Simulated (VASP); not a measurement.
Write the native input for VASP 6.6.1 that does the following.

* Task: single point
* Functional: r2SCAN
* Potentials or basis: VASP PAW PBE potentials, release 64 (Ge_d)
* Cutoff: 520 eV
* k mesh: 9 × 9 × 9
* Occupations: fermi-dirac, width 0.05 eV
* Spin: no spin polarisation
* Dipole correction: no
* Further INCAR settings: ALGO = Normal; EDIFF = 1e-07; NBANDS = 21

The system is Ge.

```
CELL_PARAMETERS angstrom
0.00000 2.83601 2.83601
2.83601 0.00000 2.83601
2.83601 2.83601 0.00000
ATOMIC_POSITIONS crystal
Ge 0.50000 0.50000 0.50000
Ge 0.75000 0.75000 0.75000
```

The input as run:

POSCAR

```
Ge
1.0
    0.0000000000      2.8360149697      2.8360149697
    2.8360149697      0.0000000000      2.8360149697
    2.8360149697      2.8360149697      0.0000000000
Ge
2
Direct
    0.5000000000      0.5000000000      0.5000000000
    0.7500000000      0.7500000000      0.7500000000
```

INCAR.step1

```
SYSTEM = Ge
PREC = Accurate
ENCUT = 520
ISMEAR = -1
SIGMA = 0.05
LREAL = .FALSE.
LASPH = .TRUE.
NELM = 60
NBANDS = 21
GGA = PE
ALGO = Normal
EDIFF = 1E-4
LWAVE = .TRUE.
LCHARG = .FALSE.
```

INCAR.step2

```
SYSTEM = Ge
PREC = Accurate
ENCUT = 520
EDIFF = 1E-7
ISMEAR = -1
SIGMA = 0.05
LREAL = .FALSE.
LASPH = .TRUE.
NELM = 60
ALGO = Normal
ISIF = 2
LWAVE = .FALSE.
LCHARG = .FALSE.
METAGGA = R2SCAN
LMIXTAU = .TRUE.
NBANDS = 21
ISTART = 1
```

KPOINTS

```
Automatic mesh
0
G
  9 9 9
  0 0 0
```

Potentials or basis: VASP PAW PBE potentials, release 64 (Ge_d).

The run is started by

```bash
$ cat potpaw_PBE.64/Ge_d/POTCAR > POTCAR
$ cp INCAR.step1 INCAR
$ mpirun -np 1 vasp_std > vasp.out
$ cp INCAR.step2 INCAR
$ mpirun -np 1 vasp_std > vasp.out
```

It gave:

```json
{
 "Pressure": "0.1 GPa",
 "Band gap on the k mesh": "0.33 eV, direct"
}
```

Caveat: the PAW data sets were made with another functional, which shifts forces and pressure a little.

Wall time 2.5 min on 1 thread of AMD EPYC 7R43 64-Core Processor (Zen 3), with other jobs on the host, peak memory 0.14 GiB.
